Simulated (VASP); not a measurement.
# NaF (Villiaumite) (Fm-3m) in VASP: further runs

NaF (Villiaumite) is run at these levels: PBE; tasks: single point.

All numbers are computed with VASP 6.6.1; they aren't measurements. Logs are shortened: lines on timing, memory, paths and dates and some standing lists are left out, and cuts for length are marked.

### Step 1. The cell of the first run

Symmetry: Fm-3m, No. 225, cubic system. Conventional cell: a = 4.640 Å, b = 4.640 Å, c = 4.640 Å, α = 90.00°, β = 90.00°, γ = 90.00°. Na (site symmetry m-3m) has 6 F at 2.32 Å within 3.1 Å. F (site symmetry m-3m) has 6 Na at 2.32 Å within 3.1 Å.

### Step 2. Single point, PBE

The input, INCAR:

```
PREC = Accurate
ENCUT = 520
EDIFF = 1E-6
ISMEAR = 0
SIGMA = 0.01
LREAL = False
LASPH = True
NELM = 60
ALGO = Normal
ISIF = 2
LWAVE = False
LCHARG = True
GGA = PE
LELF = True
LVHAR = True
NBANDS = 14
```

The input, KPOINTS:

```
regular mesh
0
Gamma
  6 6 6
```

The input, POSCAR:

```
NaF
1.0
    0.0000000000      2.3200000000      2.3200000000
    2.3200000000      0.0000000000      2.3200000000
    2.3200000000      2.3200000000      0.0000000000
Na F
1 1
Direct
    0.0000000000      0.0000000000      0.0000000000
    0.5000000000      0.5000000000      0.5000000000
```

Potentials or basis: VASP PAW PBE potentials, release 64 (Na_pv, F).

Command:

```sh
cat potpaw_PBE.64/Na_pv/POTCAR potpaw_PBE.64/F/POTCAR > POTCAR
mpirun -np 1 vasp_std > vasp.out
```

OUTCAR:

```text
PREC = Accurate
   ENCUT = 520
   EDIFF = 1E-6
   ISMEAR = 0
   LREAL = False
   LASPH = True
   NELM = 60
   ISIF = 2
   GGA = PE

 ion  position               nearest neighbor table
   1  0.000  0.000  0.000-   2 2.32   2 2.32   2 2.32   2 2.32   2 2.32   2 2.32
   2  0.500  0.500  0.500-   1 2.32   1 2.32   1 2.32   1 2.32   1 2.32   1 2.32

  LATTYP: Found a face centered cubic cell.
 ALAT       =     4.6400000000

  Lattice vectors:

 A1 = (   0.0000000000,   2.3200000000,   2.3200000000)
 A2 = (   2.3200000000,   0.0000000000,   2.3200000000)
 A3 = (   2.3200000000,   2.3200000000,   0.0000000000)

Analysis of symmetry for initial positions (statically):
=====================================================================
 Subroutine PRICEL returns:
 Original cell was already a primitive cell.

 Routine SETGRP: Setting up the symmetry group for a
 face centered cubic supercell.

 Subroutine GETGRP returns: Found 48 space group operations
 (whereof 48 operations were pure point group operations)
 out of a pool of 48 trial point group operations.

The static configuration has the point symmetry O_h .

Analysis of symmetry for dynamics (positions and initial velocities):
=====================================================================
 Subroutine PRICEL returns:
 Original cell was already a primitive cell.

 Routine SETGRP: Setting up the symmetry group for a
 face centered cubic supercell.

 Subroutine GETGRP returns: Found 48 space group operations
 (whereof 48 operations were pure point group operations)
 out of a pool of 48 trial point group operations.

The dynamic configuration has the point symmetry O_h .

 Subroutine INISYM returns: Found 48 space group operations
 (whereof 48 operations are pure point group operations),
 and found     1 'primitive' translations

----------------------------------------------------------------------------------------

                                     Primitive cell

  volume of cell :      24.9743

  direct lattice vectors                    reciprocal lattice vectors
     0.000000000  2.320000000  2.320000000    -0.215517241  0.215517241  0.215517241
     2.320000000  0.000000000  2.320000000     0.215517241 -0.215517241  0.215517241
     2.320000000  2.320000000  0.000000000     0.215517241  0.215517241 -0.215517241

  length of vectors
     3.280975465  3.280975465  3.280975465     0.373286812  0.373286812  0.373286812

  position of ions in fractional coordinates (direct lattice)
     0.000000000  0.000000000  0.000000000
     0.500000000  0.500000000  0.500000000

  ion indices of the primitive-cell ions
   primitive index   ion index
                 1           1
[... 77 lines left out ...]
   EMIN   =  10.00;   EMAX   =-10.00  energy-range for DOS
   EFERMI =   0.00;   METHOD = LEGACY
   ISMEAR =     0;   SIGMA  =   0.01  broadening in eV -4-tet -1-fermi 0-gaus
   EFERMI_NEDOS =   21; number of points for ismear=-14 and -15
   IALGO  =     38    algorithm
   IMIX   =      4    mixing-type and parameters
     AMIX     =   0.40;   BMIX     =  1.00
     AMIX_MAG =   1.60;   BMIX_MAG =  1.00
  volume/ion in A,a.u.               =      12.49        84.27
  Fermi-wavevector in a.u.,A,eV,Ry     =   1.349852  2.550851 24.791186  1.822101
  Thomas-Fermi vector in A             =   2.477405
   LORBIT       =      0    0 simple, 1 ext, 2 COOP (PROOUT), +10 PAW based schemes
   GGA     = PE    functional components
   LHFCALC =     F    Hartree Fock is set to
   AEXX    =    0.0000 exact exchange contribution
   IVDW    =     0    specifies the selected vdW correction
   LEPSILON=     F    determine dielectric tensor
   LRPA    =     F    only Hartree local field effects (RPA)
 non-spin polarized calculation
 Gauss-broadening in eV      SIGMA  =   0.01
  energy-cutoff  :      520.00
  volume of cell :       24.97
 maximum number of plane-waves:       692
   NGX = 13   NGY = 13   NGZ = 13

 number of electron      13.9999982 magnetization

 Free energy of the ion-electron system (eV)
  ---------------------------------------------------
  ext. energy  EPLUGINS =         0.00000000
  ---------------------------------------------------
  free energy    TOTEN  =        -8.56285373 eV

  energy without entropy =       -8.56285373  energy(sigma->0) =       -8.56285373

 E-fermi :  -2.0372     XC(G=0):  -9.1368

 val. band max:       -2.1011504284   @ k =   0.0000   0.0000   0.0000
 cond. band min:       4.1769801192   @ k =   0.0000   0.0000   0.0000
 fundamental gap:      6.2781305477
 Fermi energy:        -2.0372270389

 k-point     1 :       0.0000    0.0000    0.0000
  band No.  band energies     occupation
      1     -21.2674      2.00000
      2     -21.0595      2.00000
      3     -21.0595      2.00000
      4     -21.0595      2.00000
      5      -2.1012      2.00000
      6      -2.1012      2.00000
      7      -2.1012      2.00000
      8       4.1770      0.00000
      9      16.8472      0.00000
     10      16.8472      0.00000
     11      16.8472      0.00000
     12      19.7009      0.00000
     13      21.8741      0.00000
     14      21.8741      0.00000
[... 241 lines left out ...]
      1     -21.4520      2.00000
      2     -21.1758      2.00000
      3     -21.1329      2.00000
      4     -20.6533      2.00000
      5      -3.1748      2.00000
      6      -2.7450      2.00000
      7      -2.6286      2.00000
      8      11.0538      0.00000
      9      11.1370      0.00000
     10      12.4417      0.00000
     11      15.5686      0.00000
     12      19.3183      0.00000
     13      23.8062      0.00000
     14      23.9570      0.00000

------------------------ aborting loop because EDIFF is reached ----------------------------------------

  FORCE on cell =-STRESS in cart. coord.  units (eV):
  Direction    XX          YY          ZZ          XY          YZ          ZX
  --------------------------------------------------------------------------------------
  -------------------------------------------------------------------------------------
  Total        0.2792426      0.2792426      0.2792426      0.0000000      0.0000000      0.0000000
  in kB       17.9142359     17.9142359     17.9142359      0.0000000      0.0000000      0.0000000
  external PRESSURE =      17.9142359 kB  Pullay stress =       0.0000000 kB

 VOLUME and BASIS-vectors are now :
 -----------------------------------------------------------------------------
  energy-cutoff  :      520.00
  volume of cell :       24.97
      direct lattice vectors                 reciprocal lattice vectors
     0.000000000  2.320000000  2.320000000    -0.215517241  0.215517241  0.215517241
     2.320000000  0.000000000  2.320000000     0.215517241 -0.215517241  0.215517241
     2.320000000  2.320000000  0.000000000     0.215517241  0.215517241 -0.215517241

 POSITION                                       TOTAL-FORCE (eV/Angst)
 -----------------------------------------------------------------------------------
      0.00000      0.00000      0.00000         0.000000     -0.000000      0.000000
      2.32000      2.32000      2.32000        -0.000000      0.000000     -0.000000
 -----------------------------------------------------------------------------------
    total drift:                                0.000000     -0.000000      0.000000

  FREE ENERGIE OF THE ION-ELECTRON SYSTEM (eV)
  ---------------------------------------------------
  free  energy   TOTEN  =        -8.5628537313 eV

  energy  without entropy=       -8.5628537313  energy(sigma->0) =       -8.56285373
```

stdout:

```text
POSCAR found type information on POSCAR NaF
 POSCAR found :  2 types and       2 ions
 scaLAPACK will be used
 LDA part: xc-table for (Slater+PW92), standard interpolation
 POSCAR, INCAR and KPOINTS ok, starting setup
 FFT: planning ... GRIDC
 FFT: planning ... GRID_SOFT
 FFT: planning ... GRID
 WAVECAR not read
 entering main loop
```

Run time: 9 s. Hardware: 1 thread of AMD EPYC 7R13, shared host; peak memory 0.1 GiB.

What came out:

- Free energy: -8.5629 eV
- Pressure: 1.8 GPa
- Band gap on the k mesh: 6.28 eV, direct

### Step 3. Single point, PBE

This run uses another cell than the first one, of 12.74 Å³/atom, 1.020 times its volume.

The input, INCAR:

```
PREC = Accurate
ENCUT = 520
EDIFF = 1E-6
ISMEAR = 0
SIGMA = 0.01
LREAL = F
LASPH = T
NELM = 60
ALGO = Normal
ISIF = 2
LWAVE = F
LCHARG = F
GGA = PE
NBANDS = 14
```

KPOINTS is that of step 2.

The input, POSCAR:

```
NaF
1.0
    0.0000000000      2.3353646862      2.3353646862
    2.3353646862      0.0000000000      2.3353646862
    2.3353646862      2.3353646862      0.0000000000
Na F
1 1
Direct
    0.0000000000      0.0000000000      0.0000000000
    0.5000000000      0.5000000000      0.5000000000
```

Potentials or basis: VASP PAW PBE potentials, release 64 (Na_pv, F).

Command:

```sh
cat potpaw_PBE.64/Na_pv/POTCAR potpaw_PBE.64/F/POTCAR > POTCAR
mpirun -np 1 vasp_std > vasp.out
```

Run time: 10 s. Hardware: 1 thread of AMD EPYC 7R13, shared host; peak memory 0.11 GiB.

Results (log left out):

```
Free energy            : -8.5677 eV
Pressure               : 0.8 GPa
Band gap on the k mesh : 6.17 eV, direct
```

Levels at points of the mesh, in eV from the valence-band top:
```tsv
k point	band 4	band 5	band 6	band 7	band 8	band 9	band 10	band 11
(0.00, 0.00, 0.00)	-19.02	0.00	0.00	0.00	6.17	18.81	18.81	18.81
(0.50, 0.00, 0.00)	-18.24	-1.54	-0.24	-0.24	10.64	12.27	19.85	19.85
(0.50, 0.50, 0.00)	-18.90	-1.24	-0.39	-0.39	12.96	13.22	13.37	19.46
```

A hybrid or GW would open this gap; PBE tends to underestimate it.

### Step 4. Single point, PBE

This run uses another cell than the first one, of 12.99 Å³/atom, 1.040 times its volume.

The input, INCAR:

```
PREC     = Accurate       # precision mode
ENCUT    = 520            # plane-wave cutoff, eV
EDIFF    = 1E-6           # SCF threshold, eV
ISMEAR   = 0              # smearing method
SIGMA    = 0.01           # smearing width, eV
LREAL    = False          # projectors in reciprocal space
LASPH    = True           # aspherical terms in the spheres
NELM     = 60             # most SCF steps
ALGO     = Normal         # electronic algorithm
ISIF     = 2              # what is computed and relaxed
LWAVE    = False          # write WAVECAR
LCHARG   = True           # write CHGCAR
GGA      = PE             # functional
LELF     = True           # ELF
LVHAR    = True         
NBANDS   = 14             # bands
```

KPOINTS is that of step 3.

The input, POSCAR:

```
NaF
1.0
    0.0000000000      2.3505298169      2.3505298169
    2.3505298169      0.0000000000      2.3505298169
    2.3505298169      2.3505298169      0.0000000000
Na F
1 1
Direct
    0.0000000000      0.0000000000      0.0000000000
    0.5000000000      0.5000000000      0.5000000000
```

Potentials or basis: VASP PAW PBE potentials, release 64 (Na_pv, F).

Command:

```sh
cat potpaw_PBE.64/Na_pv/POTCAR potpaw_PBE.64/F/POTCAR > POTCAR
mpirun -np 1 vasp_std > vasp.out
```

OUTCAR:

```text
PREC = Accurate
   ENCUT = 520
   EDIFF = 1E-6
   ISMEAR = 0
   LREAL = False
   LASPH = True
   NELM = 60
   ISIF = 2
   GGA = PE

 ion  position               nearest neighbor table
   1  0.000  0.000  0.000-
   2  0.500  0.500  0.500-

  LATTYP: Found a face centered cubic cell.
 ALAT       =     4.7010596338

  Lattice vectors:

 A1 = (   0.0000000000,   2.3505298169,   2.3505298169)
 A2 = (   2.3505298169,   0.0000000000,   2.3505298169)
[... 446 lines left out ...]

------------------------ aborting loop because EDIFF is reached ----------------------------------------

  FORCE on cell =-STRESS in cart. coord.  units (eV):
  Direction    XX          YY          ZZ          XY          YZ          ZX
  --------------------------------------------------------------------------------------
  -------------------------------------------------------------------------------------
  Total       -0.0253960     -0.0253960     -0.0253960     -0.0000000      0.0000000      0.0000000
  in kB       -1.5665634     -1.5665634     -1.5665634     -0.0000000      0.0000000      0.0000000
  external PRESSURE =      -1.5665634 kB  Pullay stress =       0.0000000 kB

 VOLUME and BASIS-vectors are now :
 -----------------------------------------------------------------------------
  energy-cutoff  :      520.00
  volume of cell :       25.97
      direct lattice vectors                 reciprocal lattice vectors
     0.000000000  2.350529817  2.350529817    -0.212717999  0.212717999  0.212717999
     2.350529817  0.000000000  2.350529817     0.212717999 -0.212717999  0.212717999
     2.350529817  2.350529817  0.000000000     0.212717999  0.212717999 -0.212717999

 POSITION                                       TOTAL-FORCE (eV/Angst)
 -----------------------------------------------------------------------------------
      0.00000      0.00000      0.00000         0.000000     -0.000000      0.000000
      2.35053      2.35053      2.35053        -0.000000      0.000000     -0.000000
 -----------------------------------------------------------------------------------
    total drift:                                0.000000      0.000000      0.000000

  FREE ENERGIE OF THE ION-ELECTRON SYSTEM (eV)
  ---------------------------------------------------
  free  energy   TOTEN  =        -8.5694181831 eV

  energy  without entropy=       -8.5694181831  energy(sigma->0) =       -8.56941818
```

Run time: 9.8 s. Hardware: 1 thread of AMD EPYC 7R13, shared host; peak memory 0.11 GiB.

Results:

| Property | Result |
| --- | --- |
| Free energy | -8.5694 eV |
| Pressure | -0.2 GPa |
| Band gap on the k mesh | 6.07 eV, direct |

A hybrid or GW would open this gap; PBE tends to underestimate it.

### Step 5. Single point, PBE

This run uses another cell than the first one, of 13.24 Å³/atom, 1.060 times its volume.

The input, INCAR:

```
SYSTEM = NaF
PREC = Accurate ; ENCUT = 520
EDIFF = 1E-6 ; ISMEAR = 0
SIGMA = 0.01 ; LREAL = .False.
LASPH = .True. ; NELM = 60
ALGO = Normal ; ISIF = 2
LWAVE = .False. ; LCHARG = .False.
GGA = PE ; NBANDS = 14
```

The input, KPOINTS:

```
Automatic mesh
0
Gamma
  6 6 6
  0 0 0
```

The input, POSCAR:

```
NaF
1.0
    0.0000000000      2.3655017480      2.3655017480
    2.3655017480      0.0000000000      2.3655017480
    2.3655017480      2.3655017480      0.0000000000
Na F
1 1
Direct
    0.0000000000      0.0000000000      0.0000000000
    0.5000000000      0.5000000000      0.5000000000
```

Command:

```sh
cat potpaw_PBE.64/Na_pv/POTCAR potpaw_PBE.64/F/POTCAR > POTCAR
mpirun -np 1 vasp_std > vasp.out
```

It took 9.6 s on 1 thread of AMD EPYC 7R13, shared host; peak memory 0.11 GiB.

Results (log left out):

```
Free energy            : -8.5685 eV
Pressure               : -1.0 GPa
Band gap on the k mesh : 5.98 eV, direct
```

Levels at points of the mesh, in eV from the valence-band top:
```
           k point  band 4  band 5  band 6  band 7  band 8  band 9  band 10  band 11
(0.00, 0.00, 0.00)  -19.08    0.00    0.00    0.00    5.98   18.53    18.53    18.53
(0.50, 0.00, 0.00)  -18.32   -1.46   -0.22   -0.22   10.40   11.94    19.44    19.44
(0.50, 0.50, 0.00)  -18.86   -1.18   -0.38   -0.38   12.65   13.00    13.09    18.97
```

As with any semilocal functional, this PBE gap is likely too small.

### Step 6. Overview

```tsv
cell	gap on the mesh (eV)	pressure (GPa)
a = 3.281 Å, angles 60.0°, 2 atoms	6.28	1.8
a = 3.303 Å, angles 60.0°, 2 atoms	6.17	0.8
a = 3.324 Å, angles 60.0°, 2 atoms	6.07	-0.2
a = 3.345 Å, angles 60.0°, 2 atoms	5.98	-1.0
```

Alike in all rows: task single point; level PBE; potentials or basis VASP PAW PBE potentials, release 64 (Na_pv, F); no spin polarisation; k mesh 6 × 6 × 6; cutoff (eV) 520; smearing gaussian 0.01 eV.

Absolute energies hang on the potentials; compare differences alone.
